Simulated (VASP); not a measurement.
Write the native input for VASP 6.6.1 that does the following.

* Task: single point
* Functional: r2SCAN
* Potentials or basis: VASP PAW PBE potentials, release 64 (W_sv)
* Cutoff: 520 eV
* k mesh: 20 × 20 × 20
* Occupations: gaussian, width 0.15 eV
* Spin: no spin polarisation
* Dipole correction: no
* Further INCAR settings: ALGO = Normal; EDIFF = 1e-06; NBANDS = 13

Crystal: W.

```
W
1.0
    -1.63723    1.63723    1.59730
     1.63723   -1.63723    1.59730
     1.63723    1.63723   -1.59730
W
1
Cartesian
  0.0000 0.0000 0.0000
```

This cell differs from its parent crystal: strain +0.025 along x and y, +0.000 along z.

These files were run (other wordings do the same):

POSCAR

```
W
1.0
   -1.6372325000      1.6372325000      1.5973000000
    1.6372325000     -1.6372325000      1.5973000000
    1.6372325000      1.6372325000     -1.5973000000
W
1
Direct
    0.0000000000      0.0000000000      0.0000000000
```

INCAR.step1

```
SYSTEM = W
  ALGO = Normal
  EDIFF = 1E-4
  ENCUT = 520
  GGA = PE
  ISMEAR = 0
  LASPH = .True.
  LCHARG = .False.
  LREAL = .False.
  LWAVE = .True.
  NBANDS = 13
  NELM = 100
  PREC = Accurate
  SIGMA = 0.15
```

INCAR.step2

```
SYSTEM = W
  ALGO = Normal
  EDIFF = 1E-6
  ENCUT = 520
  ISIF = 2
  ISMEAR = 0
  ISTART = 1
  LASPH = .True.
  LCHARG = .True.
  LELF = .True.
  LMIXTAU = .True.
  LREAL = .False.
  LVHAR = .True.
  LWAVE = .False.
  METAGGA = R2SCAN
  NBANDS = 13
  NELM = 100
  PREC = Accurate
  SIGMA = 0.15
```

KPOINTS

```
k-points
0
Gamma
  20 20 20
  0 0 0
```

Potentials or basis: VASP PAW PBE potentials, release 64 (W_sv).

The run is started by

```sh
$ cat potpaw_PBE.64/W_sv/POTCAR > POTCAR
$ cp INCAR.step1 INCAR
$ mpirun -np 1 vasp_std > vasp.out
$ cp INCAR.step2 INCAR
$ mpirun -np 1 vasp_std > vasp.out
```

Results of the run:

```yaml
Pressure: -19.3 GPa
Band_gap_on_the_k_mesh: zero (bands 7 and 8 overlap by 5.85 eV)
```

Caveat: the cell differs from its parent crystal (strain +0.025 along x and y, +0.000 along z); the cell stands under tension; the PAW data sets were made with another functional, which shifts forces and pressure a little; spin-orbit coupling is left out, which moves the levels of the heavy elements.

It took 2.9 min on 1 thread of Intel(R) Xeon(R) 6975P-C (Granite Rapids) (shared host), peak memory 0.25 GiB.
